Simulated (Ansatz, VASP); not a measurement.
**One calculation of As, two programs**

```xyz
4
Lattice="3.1170 0.0000 0.0000 -1.5585 2.6994 0.0000 0.0000 0.0000 10.0529" Properties=species:S:1:pos:R:3 pbc="T T T"
As    0.0000    0.0000    0.0000
As    0.0000    0.0000    5.0264
As    0.0000    1.7996    7.5397
As    1.5585    0.8998    2.5132
```

Alike in both runs: task relaxation of cell and atoms; functional r2SCAN; k mesh 6 × 6 × 2; occupations gaussian, width 0.1 eV; no spin polarisation.

|  | VASP | Ansatz |
| --- | --- | --- |
| version | VASP 6.6.1 | Ansatz 0.2.0 |
| potentials or method | VASP PAW PBE potentials, release 64 (As), cutoff 600 eV | scalar-relativistic, plane waves, PAW |
| valence electrons in the cell | 20 | 60 |

VASP gave:

| Quantity | Value |
| --- | --- |
| gap on the k mesh at the Fermi level, each at its own relaxed structure (eV) | none |
| relaxed volume (Å³/atom) | 19.00 |
| relaxed cell length with the largest relative difference (Å) | 10.039 |

Question: What did Ansatz give for the same quantities?

Answer: gap on the k mesh at the Fermi level, each at its own relaxed structure (eV): none; relaxed volume (Å³/atom): 19.01; relaxed cell length with the largest relative difference (Å): 10.044.

VASP's potentials were made for PBE, not for r2SCAN. A gap of «none» marks a metal or a gap that the smearing closes. VASP's potentials hold 20 valence electrons a cell and Ansatz's 60, so a difference there can come from the potentials and not from the codes.

The k mesh is coarse, so the values compare programs but aren't converged.
